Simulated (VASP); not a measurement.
**PbO2: single point with HSE06**

PbO2:

```
CELL_PARAMETERS angstrom
0.00000 2.70199 2.70199
2.70199 0.00000 2.70199
2.70199 2.70199 0.00000
ATOMIC_POSITIONS crystal
Pb 0.00000 0.00000 0.00000
O 0.75000 0.75000 0.75000
O 0.25000 0.25000 0.25000
```

| Property | Result |
| --- | --- |
| Program | VASP 6.6.1 |
| Task | single point |
| Functional | HSE06 |
| Potentials or basis | VASP PAW PBE potentials, release 64 (Pb_d, O) |
| Cutoff | 520 eV |
| k mesh | 5 × 5 × 5 |
| Occupations | fermi-dirac, width 0.05 eV |
| Spin | no spin polarisation |
| Dipole correction | no |
| Grid for exact exchange (PRECFOCK) | Normal |
| Further INCAR settings | ALGO = Normal; EDIFF = 1e-06; NBANDS = 20 |
| Screening parameter | 0.2079 1/Å |

* Pressure: -10.9 GPa
* Band gap on the k mesh: zero (band 13 reaches 4.48 eV, above the bottom of band 14 at 3.40 eV)

Levels at points of the mesh, in eV from the Fermi level:
| k point | band 10 | band 11 | band 12 | band 13 | band 14 | band 15 | band 16 | band 17 |
| --- | --- | --- | --- | --- | --- | --- | --- | --- |
| (0.00, 0.00, 0.00) | -2.18 | -1.88 | -1.25 | -1.25 | -1.25 | 8.46 | 8.46 | 8.46 |

It took 21 min on 1 thread of Intel(R) Xeon(R) Platinum 8559C (Emerald Rapids), with other jobs on the host, peak memory 0.29 GiB.

Caveat: the k points lie up to 0.40 Å⁻¹ apart; the PAW data sets were made with another functional, which shifts forces and pressure a little; spin-orbit coupling is left out, which moves the levels of the heavy elements.
